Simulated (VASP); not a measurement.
# Ag (Fd-3m) in VASP: a series of runs

Ag is run at these levels: r2SCAN; tasks: single point.

All numbers are computed with VASP 6.6.1; they aren't measurements. Logs are shortened: lines on timing, memory, paths and dates and some standing lists are left out, and cuts for length are marked.

### Step 1. The cell of the first run

The structure is cubic, space group Fd-3m (No. 227). The conventional cell has a = 5.840 Å, b = 5.840 Å, c = 5.840 Å, α = 90.00°, β = 90.00°, γ = 90.00°. Ag (site symmetry -43m) has 4 Ag at 2.53 Å within 3.3 Å.

This isn't the form of Ag at room conditions, which is fcc.

### Step 2. Single point, r2SCAN (24.90 Å³/atom)

File POSCAR:

```
Ag
1.0
    0.0000000000      2.9202056639      2.9202056639
    2.9202056639      0.0000000000      2.9202056639
    2.9202056639      2.9202056639      0.0000000000
Ag
2
Direct
    0.1250000000      0.1250000000      0.1250000000
    0.8750000000      0.8750000000      0.8750000000
```

File INCAR.step1:

```
ALGO = Normal ; EDIFF = 1E-4
ENCUT = 520 ; GGA = PE
ISMEAR = -1 ; LASPH = T
LCHARG = F ; LREAL = F
LWAVE = T ; NBANDS = 18
NELM = 60 ; PREC = Accurate
SIGMA = 0.1
```

File INCAR.step2:

```
ALGO = Normal ; EDIFF = 1E-7
ENCUT = 520 ; ISIF = 2
ISMEAR = -1 ; ISTART = 1
LASPH = T ; LCHARG = F
LMIXTAU = T ; LREAL = F
LWAVE = F ; METAGGA = R2SCAN
NBANDS = 18 ; NELM = 60
PREC = Accurate ; SIGMA = 0.1
```

File KPOINTS:

```
k-points
0
Gamma
  10 10 10
```

Potentials or basis: VASP PAW PBE potentials, release 64 (Ag).

Started as:

```bash
cat potpaw_PBE.64/Ag/POTCAR > POTCAR
cp INCAR.step1 INCAR
mpirun -np 1 vasp_std > vasp.out
cp INCAR.step2 INCAR
mpirun -np 1 vasp_std > vasp.out
```

OUTCAR:

```text
EDIFF = 1E-7
   ENCUT = 520
   ISIF = 2
   ISMEAR = -1
   ISTART = 1
   LASPH = T
   LREAL = F
   METAGGA = R2SCAN
   NELM = 60
   PREC = Accurate

 ion  position               nearest neighbor table
   1  0.125  0.125  0.125-   2 2.53   2 2.53   2 2.53   2 2.53
   2  0.875  0.875  0.875-   1 2.53   1 2.53   1 2.53   1 2.53

  LATTYP: Found a face centered cubic cell.
 ALAT       =     5.8404113278

  Lattice vectors:

 A1 = (   0.0000000000,   2.9202056639,   2.9202056639)
 A2 = (   2.9202056639,   0.0000000000,   2.9202056639)
 A3 = (   2.9202056639,   2.9202056639,   0.0000000000)

Analysis of symmetry for initial positions (statically):
=====================================================================
 Subroutine PRICEL returns:
 Original cell was already a primitive cell.

 Routine SETGRP: Setting up the symmetry group for a
 face centered cubic supercell.

 Subroutine GETGRP returns: Found 48 space group operations
 (whereof 12 operations were pure point group operations)
 out of a pool of 48 trial point group operations.

The static configuration has the point symmetry D_3d.
 The point group associated with its full space group is O_h .

Analysis of symmetry for dynamics (positions and initial velocities):
=====================================================================
 Subroutine PRICEL returns:
 Original cell was already a primitive cell.

 Routine SETGRP: Setting up the symmetry group for a
 face centered cubic supercell.

 Subroutine GETGRP returns: Found 48 space group operations
 (whereof 12 operations were pure point group operations)
 out of a pool of 48 trial point group operations.

The dynamic configuration has the point symmetry D_3d.
 The point group associated with its full space group is O_h .

 Subroutine INISYM returns: Found 48 space group operations
 (whereof 12 operations are pure point group operations),
 and found     1 'primitive' translations

----------------------------------------------------------------------------------------

                                     Primitive cell

  volume of cell :      49.8047

  direct lattice vectors                    reciprocal lattice vectors
     0.000000000  2.920205664  2.920205664    -0.171220817  0.171220817  0.171220817
     2.920205664  0.000000000  2.920205664     0.171220817 -0.171220817  0.171220817
     2.920205664  2.920205664  0.000000000     0.171220817  0.171220817 -0.171220817

[... 80 lines left out ...]
   LASPH  =      T    aspherical Exc in radial PAW
   ENCUT  =  520.0 eV  38.22 Ry    6.18 a.u.   7.68  7.68  7.68*2*pi/ulx,y,z
   NELM   =     60;   NELMIN=  2; NELMDL=  0     # of ELM steps
   EDIFF  = 0.1E-06   stopping-criterion for ELM
   LREAL  =      F    real-space projection
   EDIFFG = 0.1E-05   stopping-criterion for IOM
   NSW    =      0    number of steps for IOM
   IBRION =     -1    ionic relax: 0-MD 1-quasi-New 2-CG
   NFREE  =      0    steps in history (QN), initial steepest desc. (CG)
   ISIF   =      2    stress and relaxation
   ISYM   =      2    0-nonsym 1-usesym 2-fastsym
   POTIM  = 0.5000    time-step for ionic-motion
   TEBEG  =    0.0;   TEEND  =   0.0 temperature during run
   PSTRESS=    0.0 pullay stress
   NELECT =      22.0000    total number of electrons
   NUPDOWN=      -1.0000    fix difference up-down
   EMIN   =  10.00;   EMAX   =-10.00  energy-range for DOS
   EFERMI =   0.00;   METHOD = LEGACY
   ISMEAR =    -1;   SIGMA  =   0.10  broadening in eV -4-tet -1-fermi 0-gaus
   EFERMI_NEDOS =   21; number of points for ismear=-14 and -15
   IALGO  =     38    algorithm
   IMIX   =      4    mixing-type and parameters
     AMIX     =   0.40;   BMIX     =  1.00
     AMIX_MAG =   1.60;   BMIX_MAG =  1.00
  volume/ion in A,a.u.               =      24.90       168.05
  Fermi-wavevector in a.u.,A,eV,Ry     =   1.246787  2.356086 21.149957  1.554478
  Thomas-Fermi vector in A             =   2.380949
   LORBIT       =      0    0 simple, 1 ext, 2 COOP (PROOUT), +10 PAW based schemes
   METAGGA = R2SCAN    functional components
   LHFCALC =     F    Hartree Fock is set to
   AEXX    =    0.0000 exact exchange contribution
   IVDW    =     0    specifies the selected vdW correction
   LEPSILON=     F    determine dielectric tensor
   LRPA    =     F    only Hartree local field effects (RPA)
 non-spin polarized calculation
  energy-cutoff  :      520.00
  volume of cell :       49.80
 maximum number of plane-waves:      1363
   NGX = 15   NGY = 15   NGZ = 15

 number of electron      22.0000003 magnetization

 Free energy of the ion-electron system (eV)
  ---------------------------------------------------
  ext. energy  EPLUGINS =         0.00000000
  ---------------------------------------------------
  free energy    TOTEN  =       -40.84780413 eV

  energy without entropy =      -40.83210911  energy(sigma->0) =      -40.83995662

 E-fermi :   4.1914     XC(G=0): -10.3387

 val. band max:        4.0342603525   @ k =  -0.3000   0.4000   0.1000
 cond. band min:       4.2065894636   @ k =  -0.3000   0.4000   0.2000
 fundamental gap:      0.1723291110
 Fermi energy:         4.1914348351

 k-point     1 :       0.0000    0.0000    0.0000
  band No.  band energies     occupation
      1      -1.4560      2.00000
      2      -1.2783      2.00000
      3      -1.2783      2.00000
      4      -1.2237      2.00000
      5      -1.2237      2.00000
      6      -1.2237      2.00000
[... 481 lines left out ...]
      5      -0.6188      2.00000
      6      -0.2703      2.00000
[... 10 lines left out ...]
     17      19.9966      0.00000
     18      20.0159      0.00000

 [... further k-points ...]

------------------------ aborting loop because EDIFF is reached ----------------------------------------

  FORCE on cell =-STRESS in cart. coord.  units (eV):
  Direction    XX          YY          ZZ          XY          YZ          ZX
  --------------------------------------------------------------------------------------
  -------------------------------------------------------------------------------------
  Total        2.2650905      2.2650905      2.2650905      0.0000000     -0.0000000     -0.0000000
  in kB       72.8661499     72.8661499     72.8661499      0.0000000     -0.0000000     -0.0000000
  external PRESSURE =      72.8661499 kB  Pullay stress =       0.0000000 kB

 VOLUME and BASIS-vectors are now :
 -----------------------------------------------------------------------------
  energy-cutoff  :      520.00
  volume of cell :       49.80
      direct lattice vectors                 reciprocal lattice vectors
     0.000000000  2.920205664  2.920205664    -0.171220817  0.171220817  0.171220817
     2.920205664  0.000000000  2.920205664     0.171220817 -0.171220817  0.171220817
     2.920205664  2.920205664  0.000000000     0.171220817  0.171220817 -0.171220817

 POSITION                                       TOTAL-FORCE (eV/Angst)
 -----------------------------------------------------------------------------------
      0.73005      0.73005      0.73005         0.000000      0.000000      0.000000
      5.11036      5.11036      5.11036        -0.000000     -0.000000     -0.000000
 -----------------------------------------------------------------------------------
    total drift:                                0.000000      0.000000     -0.000000

  FREE ENERGIE OF THE ION-ELECTRON SYSTEM (eV)
  ---------------------------------------------------
  free  energy   TOTEN  =       -40.8478041294 eV

  energy  without entropy=      -40.8321091106  energy(sigma->0) =      -40.83995662
```

OSZICAR.step1:

```text
N       E                     dE             d eps       ncg     rms          rms(c)
DAV:   1     0.118738393241E+03    0.11874E+03   -0.11175E+04  1692   0.114E+03
DAV:   2    -0.202803998851E+01   -0.12077E+03   -0.11425E+03  1740   0.247E+02
DAV:   3    -0.390545500597E+01   -0.18774E+01   -0.18718E+01  1946   0.350E+01
DAV:   4    -0.391367866112E+01   -0.82237E-02   -0.82230E-02  1908   0.223E+00
DAV:   5    -0.391379040283E+01   -0.11174E-03   -0.11174E-03  1926   0.274E-01    0.667E+00
DAV:   6    -0.365306822710E+01    0.26072E+00   -0.83189E-01  1900   0.852E+00    0.466E+00
DAV:   7    -0.364226876893E+01    0.10799E-01   -0.90302E-03  1812   0.771E-01    0.247E+00
DAV:   8    -0.363812089623E+01    0.41479E-02   -0.94830E-04  1840   0.238E-01    0.277E-02
DAV:   9    -0.363814457671E+01   -0.23680E-04   -0.18950E-05  1026   0.326E-02
   1 F= -.36381446E+01 E0= -.36297906E+01  d E =-.167080E-01
```

It took 1.7 min on 1 thread of Intel Xeon 6975P-C (Granite Rapids), shared host; peak memory 0.2 GiB.

Results:

* Free energy: -40.8478 eV
* Pressure: 7.3 GPa
* Band gap on the k mesh: zero (bands 11 and 12 overlap by 1.43 eV)

Levels at points of the mesh, in eV from the Fermi level:
```tsv
k point	band 8	band 9	band 10	band 11	band 12	band 13	band 14	band 15
(0.00, 0.00, 0.00)	-3.73	-3.73	-2.92	-2.92	10.14	10.14	10.14	10.61
(0.50, 0.00, 0.00)	-3.56	-2.99	-2.99	-1.03	-0.83	7.17	7.17	9.85
(0.50, 0.50, 0.00)	-4.06	-2.85	-2.85	0.21	0.21	3.78	3.78	7.95
```

Caveat: the cell stands under pressure; the PAW data sets were made with another functional, which shifts forces and pressure a little.

### Step 3. Single point, r2SCAN (26.03 Å³/atom)

This run uses another cell than the first one, of 26.03 Å³/atom.

File POSCAR:

```
Ag
1.0
    0.0000000000      2.9637972497      2.9637972497
    2.9637972497      0.0000000000      2.9637972497
    2.9637972497      2.9637972497      0.0000000000
Ag
2
Direct
    0.1250000000      0.1250000000      0.1250000000
    0.8750000000      0.8750000000      0.8750000000
```

File INCAR.step1:

```
PREC = Accurate ; ENCUT = 520
ISMEAR = -1 ; SIGMA = 0.1
LREAL = F ; LASPH = T
NELM = 100 ; NBANDS = 18
GGA = PE ; ALGO = Normal
EDIFF = 1E-4 ; LWAVE = T
LCHARG = F
```

File INCAR.step2:

```
PREC = Accurate ; ENCUT = 520
EDIFF = 1E-7 ; ISMEAR = -1
SIGMA = 0.1 ; LREAL = F
LASPH = T ; NELM = 100
ALGO = Normal ; ISIF = 2
LWAVE = F ; LCHARG = F
METAGGA = R2SCAN ; LMIXTAU = T
NBANDS = 18 ; ISTART = 1
```

File KPOINTS:

```
Automatic mesh
0
Gamma
  10 10 10
```

Potentials or basis: VASP PAW PBE potentials, release 64 (Ag).

Started as:

```bash
cat potpaw_PBE.64/Ag/POTCAR > POTCAR
cp INCAR.step1 INCAR
mpirun -np 1 vasp_std > vasp.out
cp INCAR.step2 INCAR
mpirun -np 1 vasp_std > vasp.out
```

Wall time 96 s (1 thread of Intel Xeon 6975P-C (Granite Rapids), shared host); peak memory 0.2 GiB.

Results (log left out):

| Item | Value |
| --- | --- |
| Free energy | -40.9289 eV |
| Pressure | 4.2 GPa |
| Band gap on the k mesh | zero (bands 11 and 12 overlap by 1.43 eV) |

Levels at points of the mesh, in eV from the Fermi level:
| k point | band 8 | band 9 | band 10 | band 11 | band 12 | band 13 | band 14 | band 15 |
| --- | --- | --- | --- | --- | --- | --- | --- | --- |
| (0.00, 0.00, 0.00) | -3.65 | -3.65 | -2.92 | -2.92 | 9.81 | 9.81 | 9.81 | 10.32 |
| (0.50, 0.00, 0.00) | -3.51 | -2.98 | -2.98 | -0.90 | -0.86 | 6.98 | 6.98 | 9.73 |
| (0.50, 0.50, 0.00) | -3.96 | -2.84 | -2.84 | 0.19 | 0.19 | 3.76 | 3.76 | 7.73 |

Caveat: the cell stands under pressure; the PAW data sets were made with another functional, which shifts forces and pressure a little.

(Continued in part 2 of 2.)

The gap in the log of VASP goes by the Fermi energy; the results here count the filled bands.